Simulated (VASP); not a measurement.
Input of a VASP 6.6.1 run:

Contents of INCAR:

```
SYSTEM = BiO5
ALGO     = Normal         ! electronic algorithm
EDIFF    = 1E-6           ! SCF threshold, eV
EDIFFG   = -0.04          ! ionic threshold
ENCUT    = 600            ! plane-wave cutoff, eV
GGA      = PE             ! functional
IBRION   = 2              ! ionic algorithm
ISIF     = 3              ! what is computed and relaxed
ISMEAR   = 0              ! smearing method
LASPH    = .TRUE.         ! aspherical terms in the spheres
LCHARG   = .FALSE.        ! write CHGCAR
LREAL    = .FALSE.        ! projectors in reciprocal space
LWAVE    = .FALSE.        ! write WAVECAR
NELM     = 80             ! most SCF steps
NSW      = 90             ! ionic steps
PREC     = Accurate       ! precision mode
SIGMA    = 0.1            ! smearing width, eV
```

File KPOINTS:

```
k-points
0
G
  6 6 4
  0 0 0
```

The input POSCAR:

```
BiO5
1.0
    4.8071142200      0.0000000000      0.0000000000
   -2.4035571100      4.1630830400      0.0000000000
    0.0000000000      0.0000000000      4.0127817700
Bi O
1 5
Direct
    0.0000000000      0.0000000000      0.0000000000
    0.3333333300      0.6666666700      0.0000000000
    0.6666666700      0.3333333300      0.0000000000
    0.5000000000      0.0000000000      0.5000000000
    0.5000000000      0.5000000000      0.5000000000
    0.0000000000      0.5000000000      0.5000000000
```

Potentials or basis: VASP PAW PBE potentials, release 64 (Bi_d, O).

Run with:

```bash
$ cat potpaw_PBE.64/Bi_d/POTCAR potpaw_PBE.64/O/POTCAR > POTCAR
$ mpirun -np 1 vasp_std > vasp.out
```

(1) What does it give for the relaxed cell?

(2) Estimate the space group after relaxing (to 0.1 Å).

(3) Predict the relaxed volume.

(4) Estimate the band gap on the k mesh.

## Answers

(1) a = 3.876 Å, b = 3.876 Å, c = 5.284 Å, α = 90.00°, β = 90.00°, γ = 120.00°.

(2) P6/mmm (No. 191).

(3) 11.46 Å³/atom.

(4) zero (an odd number of electrons rules out a gap without spin polarisation).

Caveat: the k points lie up to 0.31 Å⁻¹ apart in the final cell, too coarse for converged energies and pressures of a metal; a cell axis changed by over 15 % at a fixed basis, so the end point is rough; spin-orbit coupling is left out, which moves the levels of the heavy elements; an odd number of electrons without spin polarisation forces a metal; a magnetic or distorted state may lie lower.
